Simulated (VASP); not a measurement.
# Fe (Im-3m) in VASP: single point with PBE

Aim: the single point of Fe with PBE.

All numbers are computed with VASP 6.6.1; they aren't measurements. Logs are shortened: lines on timing, memory, paths and dates and some standing lists are left out, and cuts for length are marked.

**1. The cell of the first run**

It takes space group Im-3m (No. 229, cubic). Conventional cell: a = 2.825 Å, b = 2.825 Å, c = 2.825 Å, α = 90.00°, β = 90.00°, γ = 90.00°. Within 3.2 Å of Fe (site symmetry m-3m) lie 14 Fe at 2.45 to 2.83 Å.

**2. Single point, PBE, non-collinear spin, typed start**

INCAR reads:

```
PREC = Accurate
ENCUT = 540
EDIFF = 1E-6
ISMEAR = -1
SIGMA = 0.03
LREAL = F
LASPH = T
NELM = 300
ALGO = All
ISIF = 2
LWAVE = F
LCHARG = F
LNONCOLLINEAR = T
MAGMOM = 0.207 1.248 -0.806 1.632 -0.567 0.506 -0.525 -0.32 -0.788 -0.932 0.078 1.42
LORBIT = 11
LMAXMIX = 4
GGA = PE
NBANDS = 46
GGA_COMPAT = F
ISEARCH = 1
KPAR = 4
```

KPOINTS reads:

```
Automatic mesh
0
Gamma
  3 3 2
```

POSCAR reads:

```
Fe
1.0
    2.8252000000      0.0000000000      0.0000000000
    0.0000000000      2.8252000000      0.0000000000
    0.0000000000      0.0000000000      5.6504000000
Fe
4
Direct
    0.0000000000      0.0000000000      0.0000000000
    0.5000000000      0.5000000000      0.2500000000
    0.0000000000      0.0000000000      0.5000000000
    0.5000000000      0.5000000000      0.7500000000
```

Potentials or basis: VASP PAW PBE potentials, release 64 (Fe).

The run is started by

```
cat potpaw_PBE.64/Fe/POTCAR > POTCAR
mpirun -np 4 vasp_ncl > vasp.out
```

OUTCAR:

```text
PREC = Accurate
   ENCUT = 540
   EDIFF = 1E-6
   ISMEAR = -1
   LREAL = F
   LASPH = T
   NELM = 300
   ISIF = 2
   LNONCOLLINEAR = T
   LORBIT = 11
   GGA = PE

 ion  position               nearest neighbor table
   1  0.000  0.000  0.000-   2 2.45   4 2.45   2 2.45   4 2.45   2 2.45   4 2.45   2 2.45   4 2.45
                             3 2.83   3 2.83
   2  0.500  0.500  0.250-   1 2.45   3 2.45   1 2.45   3 2.45   1 2.45   3 2.45   1 2.45   3 2.45
                             4 2.83   4 2.83
   3  0.000  0.000  0.500-   2 2.45   4 2.45   2 2.45   4 2.45   2 2.45   4 2.45   2 2.45   4 2.45
                             1 2.83   1 2.83
   4  0.500  0.500  0.750-   1 2.45   3 2.45   1 2.45   3 2.45   1 2.45   3 2.45   1 2.45   3 2.45
                             2 2.83   2 2.83

  LATTYP: Found a simple tetragonal cell.
 ALAT       =     2.8252000000
 C/A-ratio  =     2.0000000000

  Lattice vectors:

 A1 = (   2.8252000000,   0.0000000000,   0.0000000000)
 A2 = (   0.0000000000,   2.8252000000,   0.0000000000)
 A3 = (   0.0000000000,   0.0000000000,   5.6504000000)

Analysis of symmetry for initial positions (statically):
=====================================================================
 Subroutine PRICEL returns following result:

  LATTYP: Found a body centered cubic cell.
 ALAT       =     2.8252000000

  Lattice vectors:

 A1 = (   1.4126000000,   1.4126000000,  -1.4126000000)
 A2 = (  -1.4126000000,   1.4126000000,   1.4126000000)
 A3 = (   1.4126000000,  -1.4126000000,   1.4126000000)

   4 primitive cells build up your supercell.

 Routine SETGRP: Setting up the symmetry group for a
 simple tetragonal supercell.

 Subroutine GETGRP returns: Found 16 space group operations
 (whereof 16 operations were pure point group operations)
 out of a pool of 16 trial point group operations.

The static configuration has the point symmetry D_4h.

Analysis of symmetry for dynamics (positions and initial velocities):
=====================================================================
 Subroutine PRICEL returns following result:

  LATTYP: Found a body centered cubic cell.
 ALAT       =     2.8252000000

  Lattice vectors:

 A1 = (   1.4126000000,   1.4126000000,  -1.4126000000)
 A2 = (  -1.4126000000,   1.4126000000,   1.4126000000)
 A3 = (   1.4126000000,  -1.4126000000,   1.4126000000)
[... 152 lines left out ...]
  energy-cutoff  :      540.00
  volume of cell :       45.10
 maximum number of plane-waves:      2620
 NGX is ok and might be reduce to    24
   NGX = 11   NGY = 11   NGZ = 21

 number of electron      32.0000031 magnetization       0.8854858      0.9762500      7.6524214

 Free energy of the ion-electron system (eV)
  ---------------------------------------------------
  ext. energy  EPLUGINS =         0.00000000
  ---------------------------------------------------
  free energy    TOTEN  =       -33.13816628 eV

  energy without entropy =      -33.12785966  energy(sigma->0) =      -33.13301297

 E-fermi :   6.0973     XC(G=0): -13.1665

 val. band max:        5.9454815716   @ k =   0.0000  -0.3333   0.0000
 cond. band min:       6.1242248182   @ k =   0.0000   0.0000   0.0000
 fundamental gap:      0.1787432466
 Fermi energy:         6.0972736116

 k-point     1 :       0.0000    0.0000    0.0000
  band No.  band energies     occupation
      1      -2.5633      1.00000
      2      -2.4264      1.00000
      3       1.0242      1.00000
      4       1.0403      1.00000
      5       1.2305      1.00000
      6       1.2389      1.00000
[... 835 lines left out ...]
     43       8.8454      0.00000
     44       8.8462      0.00000
 [bands above 44 left out]

------------------------ aborting loop because EDIFF is reached ----------------------------------------

  FORCE on cell =-STRESS in cart. coord.  units (eV):
  Direction    XX          YY          ZZ          XY          YZ          ZX
  --------------------------------------------------------------------------------------
  -------------------------------------------------------------------------------------
  Total       -0.5532155     -0.5534075     -2.0120499      0.0000333     -0.0010301     -0.0000387
  in kB      -19.6529308    -19.6597536    -71.4778939      0.0011834     -0.0365932     -0.0013756
  external PRESSURE =     -36.9301928 kB  Pullay stress =       0.0000000 kB

 VOLUME and BASIS-vectors are now :
 -----------------------------------------------------------------------------
  energy-cutoff  :      540.00
  volume of cell :       45.10
      direct lattice vectors                 reciprocal lattice vectors
     2.825200000  0.000000000  0.000000000     0.353957242  0.000000000  0.000000000
     0.000000000  2.825200000  0.000000000     0.000000000  0.353957242  0.000000000
     0.000000000  0.000000000  5.650400000     0.000000000  0.000000000  0.176978621

 POSITION                                       TOTAL-FORCE (eV/Angst)
 -----------------------------------------------------------------------------------
      0.00000      0.00000      0.00000        -0.000333     -0.000291      0.000512
      1.41260      1.41260      1.41260        -0.001238     -0.000866     -0.000410
      0.00000      0.00000      2.82520        -0.000113     -0.000348     -0.000390
      1.41260      1.41260      4.23780         0.001684      0.001505      0.000288
 -----------------------------------------------------------------------------------
    total drift:                               -0.000705      0.002326     -0.001570

  FREE ENERGIE OF THE ION-ELECTRON SYSTEM (eV)
  ---------------------------------------------------
  free  energy   TOTEN  =       -33.1381662819 eV

  energy  without entropy=      -33.1278599091  energy(sigma->0) =      -33.13301310

 total charge

# of ion       s       p       d       tot
------------------------------------------
    1        0.490   0.544   6.250   7.283
    2        0.490   0.544   6.249   7.283
    3        0.490   0.544   6.250   7.283
    4        0.490   0.544   6.249   7.283
--------------------------------------------------
tot          1.959   2.176  24.998  29.133

 magnetization (x)

# of ion       s       p       d       tot
------------------------------------------
    1       -0.001  -0.008   0.233   0.224
    2       -0.001  -0.008   0.233   0.224
    3       -0.001  -0.008   0.228   0.219
    4       -0.001  -0.008   0.228   0.220
--------------------------------------------------
tot         -0.006  -0.030   0.922   0.886

 magnetization (y)

# of ion       s       p       d       tot
------------------------------------------
    1       -0.002  -0.008   0.257   0.247
    2       -0.002  -0.008   0.257   0.247
    3       -0.002  -0.008   0.251   0.241
    4       -0.002  -0.008   0.252   0.242
--------------------------------------------------
tot         -0.006  -0.034   1.017   0.977

 magnetization (z)

# of ion       s       p       d       tot
------------------------------------------
    1       -0.012  -0.066   1.990   1.912
    2       -0.012  -0.066   1.993   1.916
    3       -0.013  -0.066   1.991   1.913
    4       -0.012  -0.066   1.994   1.916
--------------------------------------------------
tot         -0.049  -0.263   7.969   7.657
```

stdout:

```text
POSCAR found type information on POSCAR Fe
 POSCAR found :  1 types and       4 ions
 scaLAPACK will be used
 LDA part: xc-table for (Slater+PW92), standard interpolation
 POSCAR, INCAR and KPOINTS ok, starting setup
 FFT: planning ... GRIDC
 FFT: planning ... GRID_SOFT
[... 96 lines left out ...]
 gam= 0.653 trial= 0.207  step=  0.0597 mean=  0.2065
  continued last = 0.061  step=  0.0606 harm=  0.0608 4th-ord=  0.0606
  steps along line     -0.20651E-04   0.20651E-04   0.20651E+00   0.61189E-01
  energies along line   0.82117E-05  -0.82117E-05   0.59810E-01  -0.12096E-01
 gam= 0.806 g(H,U,f)=  0.124E+00 0.145E+00 0.169E-01 ort(H,U,f) = 0.184E-01 0.100E+00-0.562E-01
 gam= 0.806 trial= 0.192  step=  0.0758 mean=  0.1919
 gam= 1.423 g(H,U,f)=  0.137E+00 0.245E+00 0.249E-01 ort(H,U,f) = 0.649E-01 0.535E-01-0.725E-01
 gam= 1.423 trial= 0.180  step=  0.0
```

Wall time 12 min (4 MPI ranks of Intel Xeon Platinum 8259CL at 2.50GHz (Skylake/Cascade Lake), shared host); peak memory 0.35 GiB.

Results:

```yaml
Free_energy: -33.1382 eV
Pressure: -3.7 GPa
Band_gap_on_the_k_mesh: zero (bands 32 and 33 overlap by 0.40 eV)
Net_moment: 7.77 μB per cell
Valence_electrons_inside_the_program's_atomic_spheres: Fe 7.28
```

Stress tensor (GPa, compression positive):
```
-1.97  0.00  0.00
 0.00 -1.97  0.00
 0.00  0.00 -7.15
```

Moments on the atoms (μB; x, y, z):
```
Fe  0.22 0.25 1.91
Fe  0.22 0.25 1.92
Fe  0.22 0.24 1.91
Fe  0.22 0.24 1.92
```

Caveat: the k points lie up to 0.74 Å⁻¹ apart.

The gap in the log of VASP goes by the Fermi energy; the results here count the filled bands.